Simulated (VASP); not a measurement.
# CaY3Cl2: single point with PBE

Crystal: CaY3Cl2.

```
CELL_PARAMETERS angstrom
7.19358 0.00000 0.00000
-3.59679 6.22982 0.00000
0.00000 0.00000 3.72849
ATOMIC_POSITIONS crystal
Ca 0.00000 0.00000 0.00000
Y 0.50000 0.00000 0.50000
Y 0.00000 0.50000 0.50000
Y 0.50000 0.50000 0.50000
Cl 0.66667 0.33333 0.00000
Cl 0.33333 0.66667 0.00000
```

```json
{"Program": "VASP 6.6.1", "Task": "single point", "Functional": "PBE", "Potentials or basis": "VASP PAW PBE potentials, release 64 (Ca_sv, Y_sv, Cl)", "Cutoff": "520 eV", "k mesh": "3 × 3 × 4", "Occupations": "gaussian, width 0.1 eV", "Spin": "no spin polarisation", "Dipole correction": "no", "Further INCAR settings": "ALGO = Normal; EDIFF = 1e-06; NBANDS = 38"}
```

- Pressure: 0.2 GPa

Stress tensor (GPa, compression positive):
```
0.16 0.00 0.00
0.00 0.16 0.00
0.00 0.00 0.29
```

Levels at points of the mesh, in eV from the Fermi level:
```
           k point  band 26  band 27  band 28  band 29  band 30  band 31  band 32  band 33
(0.00, 0.00, 0.00)    -1.99    -0.70    -0.70     0.44     0.44     0.59     0.59     0.73
(0.00, 0.00, 0.50)    -0.72    -0.72    -0.34    -0.34    -0.04     0.83     0.83     1.70
```

Run time: 67 s on 1 thread of AMD EPYC 7R43 64-Core Processor (Zen 3) (shared host), peak memory 0.26 GiB.

Caveat: the k points lie up to 0.42 Å⁻¹ apart; an odd number of electrons without spin polarisation forces a metal; a magnetic or distorted state may lie lower.
